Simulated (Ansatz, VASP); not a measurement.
**SrMgCl4 in VASP and in Ansatz**

The input INCAR:

```
SYSTEM = SrMgCl4
ALGO = Normal
EDIFF = 1E-6
ENCUT = 520
GGA = PE
ISIF = 2
ISMEAR = 0
LASPH = .TRUE.
LCHARG = .FALSE.
LREAL = .FALSE.
LWAVE = .FALSE.
NBANDS = 29
NELM = 80
PREC = Accurate
SIGMA = 0.1
```

File KPOINTS:

```
k-points
0
G
  4 4 4
  0 0 0
```

The input POSCAR:

```
SrMgCl4
1.0
    4.6638284700      0.0000000000      0.0000000000
    0.0000000000      4.6638284700      0.0000000000
    0.0000000000      0.0000000000      6.5956494800
Sr Mg Cl
1 1 4
Direct
    0.5000000000      0.5000000000      0.5000000000
    0.0000000000      0.0000000000      0.0000000000
    0.5000000000      0.0000000000      0.2500000000
    0.0000000000      0.5000000000      0.7500000000
    0.5000000000      0.0000000000      0.7500000000
    0.0000000000      0.5000000000      0.2500000000
```

Input for Ansatz:

```yaml
crystal:
  lattice:
    - [4.66382847, 0.0, 0.0]
    - [0.0, 4.66382847, 0.0]
    - [0.0, 0.0, 6.59564948]
  atoms:
    - { symbol: Sr, position: [0.5, 0.5, 0.5] }
    - { symbol: Mg, position: [0.0, 0.0, 0.0] }
    - { symbol: Cl, position: [0.5, 0.0, 0.25] }
    - { symbol: Cl, position: [0.0, 0.5, 0.75] }
    - { symbol: Cl, position: [0.5, 0.0, 0.75] }
    - { symbol: Cl, position: [0.0, 0.5, 0.25] }
basis:
  ecutwfc: 420
kpoints:
  mp_grid: { grid: [4, 4, 4] }
hamiltonian:
  xc: pbe
scf:
  occupations: { method: gaussian, width: 0.1 }
  lower_state_search: "off"
output:
  forces: true
  stress: true
  eigenvalues: true
```

Alike in both runs: task single point; functional PBE; k mesh 4 × 4 × 4; occupations gaussian, width 0.1 eV; no spin polarisation.

```csv
,VASP,Ansatz
version,VASP 6.6.1,Ansatz 0.2.0
potentials or method,"VASP PAW PBE potentials, release 64 (Sr_sv, Mg, Cl), cutoff 520 eV","scalar-relativistic, plane waves, PAW"
valence electrons in the cell,40,48
```

|  | VASP | Ansatz | Ansatz less VASP |
| --- | --- | --- | --- |
| gap on the k mesh at the Fermi level (eV) | 3.12 | 3.15 | +0.023 |
| least direct gap on the mesh (eV) | 3.17 | 3.20 | +0.028 |
| pressure (GPa) | 3.3 | 3.3 | -0.02 |
| traceless stress, the component that is largest in VASP (GPa) | -0.06 | -0.06 | +0.001 |
| rms of the force components (eV/Å) | 0.456 | 0.443 | -0.0128 |

Atom by atom the forces differ by 0.013 eV/Å (rms over components). The functional is the same, so the differences come from potentials, cutoffs and numerics. VASP's potentials hold 40 valence electrons a cell and Ansatz's 48, so a difference there can come from the potentials and not from the codes.
